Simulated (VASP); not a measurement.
Runs of VASP 6.6.1 on MoH6. The structure is that of space group Fm-3m (No. 225), or close to it. The cells are those of the table. 

```tsv
task	cell	k mesh	gap on the mesh (eV)	pressure (GPa)	largest force (eV/Å)
single point	a = 4.035 Å, angles 60.0°, 7 atoms	3 × 3 × 3	none	-0.5	(a)
single point	a = 3.725 Å, angles 60.0°, 7 atoms	3 × 3 × 3	2.19	-0.3	-
relaxation of cell and atoms	relaxed from a = 4.571 Å, angles 60.0°, 7 atoms	3 × 3 × 3	(b)	0.3	-
single point	a = 3.726 Å, angles 60.0°, 7 atoms	3 × 3 × 3	2.18	-0.5	0.04
single point	a = 3.798 Å, angles 60.1°, 7 atoms	4 × 4 × 4	none	-0.1	-
```

Alike in all rows: level PBE; potentials or basis VASP PAW PBE potentials, release 64 (H, Mo_sv); no spin polarisation; cutoff (eV) 500; smearing gaussian 0.15 eV.

Q: Fill in the values left out.

A: (a) 0.02; (b) 2.20.

Caveats: all runs use coarse meshes.

A k mesh can miss the band edges, and the runs leave out spin-orbit coupling on Mo.

A gap of «none» marks levels without a gap at the run's occupations.
